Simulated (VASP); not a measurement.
A run of VASP 6.6.1:

File POSCAR:

```
Zn31S33
1.0
   10.7125360000      0.0000000000      0.0000000000
    0.0000000000     10.7125360000      0.0000000000
    0.0000000000      0.0000000000     10.7125360000
Zn S
31 33
Direct
    0.0014910000      0.0038170000      0.9990060000
    0.0024560000      0.9992740000      0.4989930000
    0.9931840000      0.5038510000      0.0071130000
    0.0028150000      0.5006210000      0.5002200000
    0.5009590000      0.9995040000      0.9972760000
    0.5039280000      0.9988850000      0.4966560000
    0.5008370000      0.5007720000      0.9981450000
    0.2557430000      0.2528540000      0.9940500000
    0.2662160000      0.2571690000      0.4918920000
    0.2498690000      0.7564350000      0.0024140000
    0.2582630000      0.7503740000      0.4919250000
    0.7508040000      0.2527040000      0.9958640000
    0.7518970000      0.2508100000      0.4943290000
    0.7502850000      0.7506130000      0.9997840000
    0.7472780000      0.7470680000      0.5031720000
    0.2502840000      0.9990670000      0.2460750000
    0.2535890000      0.0046350000      0.7470940000
    0.2583000000      0.5087870000      0.2526540000
    0.2319420000      0.5309390000      0.7694830000
    0.7521690000      0.0019310000      0.2480710000
    0.7539430000      0.9988000000      0.7500030000
    0.7465480000      0.4995350000      0.2542040000
    0.7477510000      0.5086990000      0.7420820000
    0.0047020000      0.2528390000      0.2496760000
    0.0066750000      0.2521560000      0.7450150000
    0.0007330000      0.7506490000      0.2499910000
    0.9979370000      0.7562840000      0.7504110000
    0.5066010000      0.2506660000      0.2490090000
    0.5083300000      0.2583140000      0.7334750000
    0.4967580000      0.7474830000      0.2532310000
    0.5091750000      0.7496970000      0.7416300000
    0.4509350000      0.3757450000      0.5490960000
    0.1282430000      0.1279530000      0.1218280000
    0.1275290000      0.1238060000      0.6179120000
    0.1257810000      0.6272160000      0.1242580000
    0.1214410000      0.6362630000      0.6216720000
    0.6280650000      0.1242890000      0.1198230000
    0.6329500000      0.1191750000      0.6215160000
    0.6258750000      0.6258920000      0.1242590000
    0.6216540000      0.6224330000      0.6168000000
    0.3770270000      0.3760490000      0.1239900000
    0.3069670000      0.3548170000      0.6926970000
    0.3781090000      0.8764990000      0.1241880000
    0.3771740000      0.8765460000      0.6231200000
    0.8723560000      0.3752420000      0.1276750000
    0.8765200000      0.3757860000      0.6233840000
    0.8772620000      0.8761340000      0.1227080000
    0.8754150000      0.8761720000      0.6221380000
    0.3788100000      0.1185850000      0.3667920000
    0.3821490000      0.1249470000      0.8720000000
    0.3824170000      0.6233120000      0.3786740000
    0.3794400000      0.6367850000      0.8792240000
    0.8800070000      0.1244540000      0.3718050000
    0.8779450000      0.1275860000      0.8719170000
    0.8763860000      0.6257790000      0.3742980000
    0.8755120000      0.6270600000      0.8741720000
    0.1299550000      0.3785070000      0.3734260000
    0.1150560000      0.3786110000      0.8850290000
    0.1258890000      0.8757370000      0.3721960000
    0.1264070000      0.8792480000      0.8734970000
    0.6271190000      0.3727700000      0.3736090000
    0.6266410000      0.3783720000      0.8702350000
    0.6290080000      0.8745140000      0.3709390000
    0.6276380000      0.8753240000      0.8740570000
```

File INCAR.step1:

```
SYSTEM = Zn31S33
PREC = Accurate
ENCUT = 400
EDIFF = 1E-5
ISMEAR = -1
SIGMA = 0.05
LREAL = Auto
LASPH = .TRUE.
NELM = 120
ALGO = Normal
ISIF = 2
LWAVE = .TRUE.
LCHARG = .FALSE.
GGA = PE
NELECT = 572.0
ISYM = -1
NBANDS = 323
GGA_COMPAT = .FALSE.
KPAR = 1
```

The input INCAR.step2:

```
SYSTEM = Zn31S33
PREC = Accurate
ENCUT = 400
EDIFF = 1E-6
ISMEAR = -1
SIGMA = 0.05
LREAL = Auto
LASPH = .TRUE.
NELM = 120
ALGO = Normal
ISIF = 2
LWAVE = .FALSE.
LCHARG = .FALSE.
GGA = PE
LHFCALC = .TRUE.
HFSCREEN = 0.2079
PRECFOCK = Fast
ISTART = 1
NELECT = 572.0
ISYM = -1
NBANDS = 323
GGA_COMPAT = .FALSE.
KPAR = 1
```

File KPOINTS:

```
explicit points
1
Reciprocal
  0.25000000   0.25000000   0.25000000 1
```

Potentials or basis: VASP PAW PBE potentials, release 64 (Zn, S).

Command:

```console
$ cat potpaw_PBE.64/Zn/POTCAR potpaw_PBE.64/S/POTCAR > POTCAR
$ cp INCAR.step1 INCAR
$ mpirun -np 4 vasp_std > vasp.out
$ cp INCAR.step2 INCAR
$ mpirun -np 4 vasp_std > vasp.out
```

Hardware: 4 MPI ranks on Intel(R) Xeon(R) 6975P-C (Granite Rapids), with other jobs on the host.

How long does it take, and how much memory?

Run time: 15 min on 4 MPI ranks on Intel(R) Xeon(R) 6975P-C (Granite Rapids) (shared host), peak memory 0.69 GiB a rank. Counts: k points 1.
